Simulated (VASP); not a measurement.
# Mg2NCl (R-3m) in VASP: further runs

The runs below take Mg2NCl through single point, with PBEsol, r2SCAN, HSE06.

Everything below comes from runs of VASP 6.6.1. Logs are shortened: lines on timing, memory, paths and dates and some standing lists are left out, and cuts for length are marked.

### Step 1. The cell of the first run

The structure is trigonal, space group R-3m (No. 166). The conventional cell has a = 3.293 Å, b = 3.293 Å, c = 17.814 Å, α = 90.00°, β = 90.00°, γ = 120.00°. Mg (site symmetry 3m) has 3 N at 2.15 Å and 3 Cl at 2.74 Å and 3 Mg at 2.76 Å within 2.8 Å. Within 2.8 Å of N (site symmetry -3m) lie 6 Mg at 2.15 Å. Cl (site symmetry -3m) has 6 Mg at 2.74 Å and 6 Cl at 3.29 Å and 6 N at 3.53 Å within 3.6 Å.

### Step 2. Single point, PBEsol

INCAR reads:

```
ALGO     = Normal         # electronic algorithm
EDIFF    = 1E-7           # SCF threshold, eV
ENCUT    = 520            # plane-wave cutoff, eV
GGA      = PS             # functional
ISIF     = 2              # what is computed and relaxed
ISMEAR   = 0              # smearing method
LASPH    = T              # aspherical terms in the spheres
LCHARG   = F              # write CHGCAR
LREAL    = F              # projectors in reciprocal space
LWAVE    = F              # write WAVECAR
NBANDS   = 16             # bands
NELM     = 80             # most SCF steps
PREC     = Accurate       # precision mode
SIGMA    = 0.5            # smearing width, eV
```

KPOINTS reads:

```
k-points
0
Gamma
  6 6 6
```

POSCAR reads:

```
Mg2NCl
1.0
    1.6466125277      0.9506721861      5.9379615109
   -1.6466125277      0.9506721861      5.9379615109
    0.0000000000     -1.9013443722      5.9379615109
Mg N Cl
2 1 1
Direct
    0.2229104120      0.2229104120      0.2229104120
    0.7770895880      0.7770895880      0.7770895880
    0.5000000000      0.5000000000      0.5000000000
    0.0000000000      0.0000000000      0.0000000000
```

Potentials or basis: VASP PAW PBE potentials, release 64 (Mg, N, Cl).

Launch:

```bash
> cat potpaw_PBE.64/Mg/POTCAR potpaw_PBE.64/N/POTCAR potpaw_PBE.64/Cl/POTCAR > POTCAR
> mpirun -np 1 vasp_std > vasp.out
```

OUTCAR:

```text
EDIFF = 1E-7
   ENCUT = 520
   GGA = PS
   ISIF = 2
   ISMEAR = 0
   LASPH = T
   LREAL = F
   NELM = 80
   PREC = Accurate

 ion  position               nearest neighbor table
   1  0.223  0.223  0.223-   3 2.15   3 2.15   3 2.15   4 2.74   4 2.74   4 2.74   2 2.76   2 2.76
                             2 2.76
   2  0.777  0.777  0.777-   3 2.15   3 2.15   3 2.15   4 2.74   4 2.74   4 2.74   1 2.76   1 2.76
                             1 2.76
   3  0.500  0.500  0.500-   1 2.15   2 2.15   1 2.15   1 2.15   2 2.15   2 2.15
   4  0.000  0.000  0.000-   2 2.74   1 2.74   2 2.74   2 2.74   1 2.74   1 2.74

  LATTYP: Found a trigonal (rhomboedric) cell.
 ALAT       =     6.2349416458
 COS(alpha) =     0.8605084051

  Lattice vectors:

 A1 = (   1.6466125277,   0.9506721861,   5.9379615109)
 A2 = (  -1.6466125277,   0.9506721861,   5.9379615109)
 A3 = (   0.0000000000,  -1.9013443722,   5.9379615109)

Analysis of symmetry for initial positions (statically):
=====================================================================
 Subroutine PRICEL returns:
 Original cell was already a primitive cell.

 Routine SETGRP: Setting up the symmetry group for a
 trigonal (rhombohedral) supercell.

 Subroutine GETGRP returns: Found 12 space group operations
 (whereof 12 operations were pure point group operations)
 out of a pool of 12 trial point group operations.

The static configuration has the point symmetry D_3d.

Analysis of symmetry for dynamics (positions and initial velocities):
=====================================================================
 Subroutine PRICEL returns:
 Original cell was already a primitive cell.

 Routine SETGRP: Setting up the symmetry group for a
 trigonal (rhombohedral) supercell.

 Subroutine GETGRP returns: Found 12 space group operations
 (whereof 12 operations were pure point group operations)
 out of a pool of 12 trial point group operations.

The dynamic configuration has the point symmetry D_3d.

 Subroutine INISYM returns: Found 12 space group operations
 (whereof 12 operations are pure point group operations),
 and found     1 'primitive' translations

----------------------------------------------------------------------------------------

                                     Primitive cell

  volume of cell :      55.7713

  direct lattice vectors                    reciprocal lattice vectors
     1.646612528  0.950672186  5.937961511     0.303653708  0.175314550  0.056135988
    -1.646612528  0.950672186  5.937961511    -0.303653708  0.175314550  0.056135988
     0.000000000 -1.901344372  5.937961511     0.000000000 -0.350629100  0.056135988

  length of vectors
     6.234941646  6.234941646  6.234941646     0.355094375  0.355094375  0.355094375

  position of ions in fractional coordinates (direct lattice)
     0.222910412  0.222910412  0.222910412
     0.777089588  0.777089588  0.777089588
     0.500000000  0.500000000  0.500000000
     0.000000000  0.000000000  0.000000000

  ion indices of the primitive-cell ions
   primitive index   ion index
                 1           1
                 2           2
                 3           3
                 4           4

----------------------------------------------------------------------------------------

 KPOINTS: k-points

Automatic generation of k-mesh.
 Grid dimensions read from file:
 generate k-points for:    6    6    6

 Generating k-lattice:

  Cartesian coordinates                     Fractional coordinates (reciprocal lattice)
     0.050608951  0.029219092  0.009355998     0.166666667 -0.000000000 -0.000000000
    -0.050608951  0.029219092  0.009355998    -0.000000000  0.166666667 -0.000000000
     0.000000000 -0.058438183  0.009355998    -0.000000000 -0.000000000  0.166666667

  Length of vectors
     0.059182396  0.059182396  0.059182396

  Shift w.r.t. Gamma in fractional coordinates (k-lattice)
     0.000000000  0.000000000  0.000000000

 Subroutine IBZKPT returns following result:
 ===========================================

 Found     32 irreducible k-points:

 Following reciprocal coordinates:
            Coordinates               Weight
  0.000000  0.000000  0.000000      1.000000
  0.166667  0.000000 -0.000000      6.000000
  0.333333  0.000000 -0.000000      6.000000
  0.500000  0.000000 -0.000000      3.000000
  0.166667  0.166667 -0.000000      6.000000
  0.333333  0.166667 -0.000000     12.000000
[... 16 lines left out ...]
  0.500000  0.500000  0.166667      6.000000
 -0.333333  0.500000  0.166667     12.000000
 [... further k-points ...]
   k-points           NKPTS =     32   k-points in BZ     NKDIM =     32   number of bands    NBANDS=     16
   number of dos      NEDOS =    301   number of ions     NIONS =      4
   total plane-waves  NPLWV = 110592
   dimension x,y,z NGX =    48 NGY =   48 NGZ =   48
   dimension x,y,z NGXF=    96 NGYF=   96 NGZF=   96
   ions per type =               2   1   1
   NGX,Y,Z   is equivalent  to a cutoff of  12.80, 12.80, 12.80 a.u.
   NGXF,Y,Z  is equivalent  to a cutoff of  25.60, 25.60, 25.60 a.u.
 SYSTEM =  unknown system
   PREC   = accura    normal or accurate (medium, high low for compatibility)
   ISTART =      0    job   : 0-new  1-cont  2-samecut
   ICHARG =      2    charge: 1-file 2-atom 10-const
   ISPIN  =      1    spin polarized calculation?
   LNONCOLLINEAR =      F non collinear calculations
   LSORBIT =      F    spin-orbit coupling
   LASPH  =      T    aspherical Exc in radial PAW
   ENCUT  =  520.0 eV  38.22 Ry    6.18 a.u.  11.59 11.59 11.59*2*pi/ulx,y,z
   NELM   =     80;   NELMIN=  2; NELMDL= -5     # of ELM steps
   EDIFF  = 0.1E-06   stopping-criterion for ELM
   LREAL  =      F    real-space projection
   EDIFFG = 0.1E-05   stopping-criterion for IOM
   NSW    =      0    number of steps for IOM
   IBRION =     -1    ionic relax: 0-MD 1-quasi-New 2-CG
   NFREE  =      0    steps in history (QN), initial steepest desc. (CG)
   ISIF   =      2    stress and relaxation
   ISYM   =      2    0-nonsym 1-usesym 2-fastsym
   POTIM  = 0.5000    time-step for ionic-motion
   TEBEG  =    0.0;   TEEND  =   0.0 temperature during run
   PSTRESS=    0.0 pullay stress
   NELECT =      16.0000    total number of electrons
   NUPDOWN=      -1.0000    fix difference up-down
   EMIN   =  10.00;   EMAX   =-10.00  energy-range for DOS
   EFERMI =   0.00;   METHOD = LEGACY
   ISMEAR =     0;   SIGMA  =   0.50  broadening in eV -4-tet -1-fermi 0-gaus
   EFERMI_NEDOS =   21; number of points for ismear=-14 and -15
   IALGO  =     38    algorithm
   IMIX   =      4    mixing-type and parameters
     AMIX     =   0.40;   BMIX     =  1.00
     AMIX_MAG =   1.60;   BMIX_MAG =  1.00
  volume/ion in A,a.u.               =      13.94        94.09
  Fermi-wavevector in a.u.,A,eV,Ry     =   1.079720  2.040375 15.861613  1.165796
  Thomas-Fermi vector in A             =   2.215693
   LORBIT       =      0    0 simple, 1 ext, 2 COOP (PROOUT), +10 PAW based schemes
   GGA     = PS    functional components
   LHFCALC =     F    Hartree Fock is set to
   AEXX    =    0.0000 exact exchange contribution
   IVDW    =     0    specifies the selected vdW correction
   LEPSILON=     F    determine dielectric tensor
   LRPA    =     F    only Hartree local field effects (RPA)
 non-spin polarized calculation
 Gauss-broadening in eV      SIGMA  =   0.50
  energy-cutoff  :      520.00
  volume of cell :       55.77
 maximum number of plane-waves:      1520
 NGX is ok and might be reduce to    48
   NGX = 23   NGY = 23   NGZ = 23

 number of electron      15.9999999 magnetization

 Free energy of the ion-electron system (eV)
  ---------------------------------------------------
  ext. energy  EPLUGINS =         0.00000000
  ---------------------------------------------------
  free energy    TOTEN  =       -18.95107340 eV

  energy without entropy =      -18.95103489  energy(sigma->0) =      -18.95105415

 E-fermi :   5.4588     XC(G=0): -10.2225

 val. band max:        4.1643504917   @ k =   0.0000   0.0000   0.0000
 cond. band min:       6.5009168736   @ k =   0.0000   0.0000   0.0000
 fundamental gap:      2.3365663819
 Fermi energy:         5.4588305962

 k-point     1 :       0.0000    0.0000    0.0000
  band No.  band energies     occupation
      1     -12.4540      2.00000
      2      -8.5981      2.00000
      3      -2.2765      2.00000
      4       1.8066      2.00000
      5       1.8066      2.00000
      6       3.1624      2.00000
[... 8 lines left out ...]
     15      14.4329      0.00000
     16      14.4329      0.00000

 k-point     2 :       0.1667    0.0000   -0.0000
  band No.  band energies     occupation
      1     -12.2426      2.00000
      2      -8.3927      2.00000
      3      -1.9348      2.00000
      4       0.6001      2.00000
      5       1.5715      2.00000
      6       2.7788      2.00000
[... 8 lines left out ...]
     15      14.2480      0.00000
     16      14.7777      0.00000

 k-point     3 :       0.3333    0.0000   -0.0000
  band No.  band energies     occupation
      1     -11.7659      2.00000
      2      -7.9232      2.00000
      3      -1.2643      2.00000
      4      -1.0642      2.00000
      5       0.9798      2.00000
      6       1.1530      2.00000
[... 8 lines left out ...]
     15      14.0431      0.00000
     16      16.2336      0.00000

 k-point     4 :       0.5000    0.0000   -0.0000
  band No.  band energies     occupation
      1     -11.4913      2.00000
      2      -7.6487      2.00000
      3      -2.0358      2.00000
      4      -0.5166      2.00000
      5       0.1874      2.00000
      6       0.9642      2.00000
[... 8 lines left out ...]
     15      13.8157      0.00000
     16      16.4807      0.00000
[... 324 lines left out ...]
 k-point    22 :      -0.1667    0.3333    0.1667
  band No.  band energies     occupation
      1     -11.4994      2.00000
      2      -7.6402      2.00000
      3      -1.6986      2.00000
      4      -0.8199      2.00000
      5       0.1836      2.00000
      6       0.9007      2.00000
[... 8 lines left out ...]
     15      14.6088      0.00000
     16      15.8068      0.00000

 k-point    23 :       0.5000    0.5000    0.1667
  band No.  band energies     occupation
      1     -11.7560      2.00000
      2      -7.9544      2.00000
      3      -1.4006      2.00000
      4      -1.1021      2.00000
      5       1.1346      2.00000
      6       1.5724      2.00000
[... 8 lines left out ...]
     15      14.6432      0.00000
     16      16.3956      0.00000

 k-point    24 :      -0.3333    0.5000    0.1667
  band No.  band energies     occupation
      1     -11.4952      2.00000
      2      -7.6493      2.00000
      3      -1.7867      2.00000
      4      -0.9409      2.00000
      5       0.1973      2.00000
      6       1.3654      2.00000
[... 8 lines left out ...]
     15      14.9148      0.00000
     16      16.9621      0.00000

 [... further k-points ...]

------------------------ aborting loop because EDIFF is reached ----------------------------------------

  FORCE on cell =-STRESS in cart. coord.  units (eV):
  Direction    XX          YY          ZZ          XY          YZ          ZX
  --------------------------------------------------------------------------------------
  -------------------------------------------------------------------------------------
  Total       -0.2207956     -0.2207956     -0.1395906      0.0000000      0.0000000      0.0000000
  in kB       -6.3429326     -6.3429326     -4.0101062      0.0000000      0.0000000      0.0000000
  external PRESSURE =      -5.5653238 kB  Pullay stress =       0.0000000 kB

 VOLUME and BASIS-vectors are now :
 -----------------------------------------------------------------------------
  energy-cutoff  :      520.00
  volume of cell :       55.77
      direct lattice vectors                 reciprocal lattice vectors
     1.646612528  0.950672186  5.937961511     0.303653708  0.175314550  0.056135988
    -1.646612528  0.950672186  5.937961511    -0.303653708  0.175314550  0.056135988
     0.000000000 -1.901344372  5.937961511     0.000000000 -0.350629100  0.056135988

 POSITION                                       TOTAL-FORCE (eV/Angst)
 -----------------------------------------------------------------------------------
      0.00000      0.00000      3.97090         0.000000     -0.000000      0.027987
      0.00000      0.00000     13.84298         0.000000      0.000000     -0.027987
      0.00000      0.00000      8.90694         0.000000      0.000000      0.000000
      0.00000      0.00000      0.00000         0.000000      0.000000      0.000000
 -----------------------------------------------------------------------------------
    total drift:                                0.000000      0.000000     -0.000000

  FREE ENERGIE OF THE ION-ELECTRON SYSTEM (eV)
  ---------------------------------------------------
  free  energy   TOTEN  =       -18.9510734014 eV

  energy  without entropy=      -18.9510348938  energy(sigma->0) =      -18.95105415
```

Run time: 1.8 min. Hardware: 1 thread of AMD EPYC 7R43 (Zen 3), shared host; peak memory 0.29 GiB.

What came out:

```yaml
Free_energy: -18.9511 eV
Pressure: -0.6 GPa
Largest_force: 0.028 eV/Å
Band_gap_on_the_k_mesh: 2.34 eV
```

Forces on the atoms (eV/Å):
```
Mg   0.000  0.000  0.028
Mg   0.000  0.000 -0.028
N    0.000  0.000  0.000
Cl   0.000  0.000  0.000
```

Levels at points of the mesh, in eV from the valence-band top:
```
           k point  band 6  band 7  band 8  band 9  band 10  band 11
(0.00, 0.00, 0.00)   -1.00    0.00    0.00    2.34     5.30     8.58
(0.50, 0.00, 0.00)   -3.20   -1.53   -0.80    4.33     5.85     6.22
(0.50, 0.50, 0.00)   -3.03   -0.81   -0.73    3.17     3.95     5.28
(0.50, 0.50, 0.50)   -2.35   -0.03   -0.03    4.69     4.88     7.09
```

Caveat: the PAW data sets were made with another functional, which shifts forces and pressure a little.

(Part 1 of 3 ends here.)
